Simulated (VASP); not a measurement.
Wanted: the native input for a VASP 6.6.1 run.

- Task: single point
- Functional: PBE
- Potentials or basis: VASP PAW PBE potentials, release 64 (Ti_sv, B)
- Cutoff: 520 eV
- k mesh: 3 × 3 × 2
- Occupations: fermi-dirac, width 0.1 eV
- Spin: no spin polarisation
- Dipole correction: no
- Further INCAR settings: ALGO = Normal; EDIFF = 1e-06; NBANDS = 16

The structure of TiB2 lies in POSCAR:

```
TiB2
1.0
    3.0292000000      0.0000000000      0.0000000000
   -1.5146000000      2.6233640000      0.0000000000
    0.0000000000      0.0000000000      3.2284000000
Ti B
1 2
Direct
    0.0000000000      0.0000000000      0.0000000000
    0.3333333333      0.6666666667      0.5000000000
    0.6666666667      0.3333333333      0.5000000000
```

One way to write it, as run:

INCAR

```
SYSTEM = TiB2
ALGO = Normal
EDIFF = 1E-6
ENCUT = 520
GGA = PE
ISIF = 2
ISMEAR = -1
LASPH = .True.
LCHARG = .False.
LREAL = .False.
LWAVE = .False.
NBANDS = 16
NELM = 60
PREC = Accurate
SIGMA = 0.1
```

KPOINTS

```
k-points
0
Gamma
  3 3 2
  0 0 0
```

Potentials or basis: VASP PAW PBE potentials, release 64 (Ti_sv, B).

The run is started by

```sh
$ cat potpaw_PBE.64/Ti_sv/POTCAR potpaw_PBE.64/B/POTCAR > POTCAR
$ mpirun -np 1 vasp_std > vasp.out
```

Results of the run:

* Pressure: 0.1 GPa
* Band gap on the k mesh: zero (filled and empty bands touch)

Caveat: the k points lie up to 0.97 Å⁻¹ apart.

It took 6.8 s on 1 thread of Intel Xeon 8259CL (shared host), peak memory 0.13 GiB.
